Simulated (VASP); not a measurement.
Runs of VASP 6.6.1 on HfSi3. The structure is that of space group Pm-3m (No. 221), or close to it. The cells are those of the table. 

```tsv
task	cell	k mesh	cutoff (eV)	gap on the mesh (eV)	pressure (GPa)	relaxed volume (Å³/atom)
single point	a = 3.925, b = 3.925, c = 4.153 Å, 4 atoms	4 × 4 × 4	520	none	(b)	-
single point	a = 5.085 Å, 4 atoms	10 × 10 × 10	520	none	(a)	-
single point	a = 5.102, b = 5.102, c = 5.101 Å, 4 atoms	4 × 4 × 4	520	none	0.2	-
relaxation of cell and atoms	relaxed from a = 5.102 Å, 4 atoms	10 × 10 × 10	600	none	0.0	33.06
relaxation of cell and atoms	relaxed from a = 3.925, b = 3.925, c = 4.153 Å, 4 atoms	4 × 4 × 4	600	none	0.1	33.31
```

Alike in all rows: level PBE; potentials or basis VASP PAW PBE potentials, release 64 (Hf_pv, Si); no spin polarisation; smearing gaussian 0.1 eV.

Task: Fill in the values left out.

Result: (a) 0.3; (b) 98.6.

Caveats: some runs use coarse meshes; spin-orbit coupling is left out, which moves the levels of the heavy elements; the volume moved by over 15 % at a fixed basis, so the end points are rough (some runs).

A k mesh can miss the band edges, and the runs leave out spin-orbit coupling on Hf.

A gap of «none» marks levels without a gap at the run's occupations.
